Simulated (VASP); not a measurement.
Set up this calculation in VASP 6.6.1, as the native input.

```
Task                    : single point
Functional              : PBE
Dispersion              : D3(BJ)
Potentials or basis     : VASP PAW PBE potentials, release 64 (W_sv, S)
Cutoff                  : 520 eV
k mesh                  : 12 × 12 × 2
Occupations             : gaussian, width 0.02 eV
Spin                    : no spin polarisation
Dipole correction       : no
k mesh for the DOS      : 18 × 18 × 3
Occupations for the DOS : tetrahedron
Further INCAR settings  : ALGO = Normal; EDIFF = 1e-06
```

System: WS2, a slab with vacuum.

```
W S
1.0
     3.15972    0.00000    0.00000
    -1.57986    2.73639    0.00000
     0.00000    0.00000   16.93947
W S
1 2
Cartesian
  0.0000 1.8243 0.0000
  1.5799 0.9121 15.3635
  1.5799 0.9121 1.5760
```

The input as run:

POSCAR

```
WS2
1.0
    3.1597166900      0.0000000000      0.0000000000
   -1.5798583450      2.7363949223      0.0000000000
    0.0000000000      0.0000000000     16.9394672491
W S
1 2
Direct
    0.3333333333      0.6666666667      0.0000000000
    0.6666666667      0.3333333333      0.9069626209
    0.6666666667      0.3333333333      0.0930373791
```

INCAR.step1

```
ALGO = Normal
EDIFF = 1E-6
ENCUT = 520
GGA = PE
ISIF = 2
ISMEAR = 0
IVDW = 12
LASPH = T
LCHARG = T
LMAXMIX = 4
LREAL = F
LWAVE = F
NBANDS = 20
NELM = 100
PREC = Accurate
SIGMA = 0.02
```

KPOINTS.step1

```
k-points
0
Gamma
  12 12 2
```

INCAR.step2

```
ALGO = Normal
EDIFF = 1E-6
ENCUT = 520
GGA = PE
ICHARG = 11
ISIF = 2
ISMEAR = -5
IVDW = 12
LASPH = T
LCHARG = F
LMAXMIX = 4
LORBIT = 10
LREAL = F
LWAVE = F
NEDOS = 2001
NELM = 100
PREC = Accurate
SIGMA = 0.02
```

KPOINTS.step2

```
k-points
0
Gamma
  18 18 3
```

Potentials or basis: VASP PAW PBE potentials, release 64 (W_sv, S).

Command:

```console
$ cat potpaw_PBE.64/W_sv/POTCAR potpaw_PBE.64/S/POTCAR > POTCAR
$ cp INCAR.step1 INCAR
$ cp KPOINTS.step1 KPOINTS
$ mpirun -np 1 vasp_std > vasp.out
$ cp INCAR.step2 INCAR
$ cp KPOINTS.step2 KPOINTS
$ mpirun -np 1 vasp_std > vasp.out
```

It gave:

* Valence electrons inside the program's atomic spheres: W 12.03; S 3.72
* Dispersion energy per atom: -0.311 eV

Wall time 2 min on 1 thread of Intel(R) Xeon(R) 6975P-C (Granite Rapids), with other jobs on the host, peak memory 0.36 GiB.
